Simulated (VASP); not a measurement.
Here is a VASP 6.6.1 calculation.

The input INCAR:

```
PREC = Accurate ; ENCUT = 520
EDIFF = 1E-6 ; ISMEAR = 0
SIGMA = 0.1 ; LREAL = F
LASPH = T ; NELM = 80
ALGO = Fast ; ISIF = 2
LWAVE = F ; LCHARG = T
GGA = PS ; LELF = T
LVHAR = T ; NBANDS = 18
```

The input KPOINTS:

```
Automatic mesh
0
Gamma
  12 12 12
```

Contents of POSCAR:

```
ZnAu
1.0
    3.1470000000      0.0000000000      0.0000000000
    0.0000000000      3.1470000000      0.0000000000
    0.0000000000      0.0000000000      3.1470000000
Zn Au
1 1
Direct
    0.5000000000      0.5000000000      0.5000000000
    0.0000000000      0.1191611058      0.0000000000
```

Potentials or basis: VASP PAW PBE potentials, release 64 (Zn, Au).

Launch:

```sh
$ cat potpaw_PBE.64/Zn/POTCAR potpaw_PBE.64/Au/POTCAR > POTCAR
$ mpirun -np 1 vasp_std > vasp.out
```

**Question.** Predict the largest force.

**Answer.** 1.285 eV/Å.

**Question.** Estimate the band gap on the k mesh.

**Answer.** Zero (an odd number of electrons rules out a gap without spin polarisation).

**Question.** What does it give for the pressure?

**Answer.** 4.8 GPa.

Stress tensor (GPa, compression positive):
```
6.77 0.00 0.00
0.00 0.94 0.00
0.00 0.00 6.77
```

Caveat: the cell differs from its parent crystal (one atom moved); the stress differs along the axes, from 1 to 7 GPa; the PAW data sets were made with another functional, which shifts forces and pressure a little; spin-orbit coupling is left out, which moves the levels of the heavy elements.
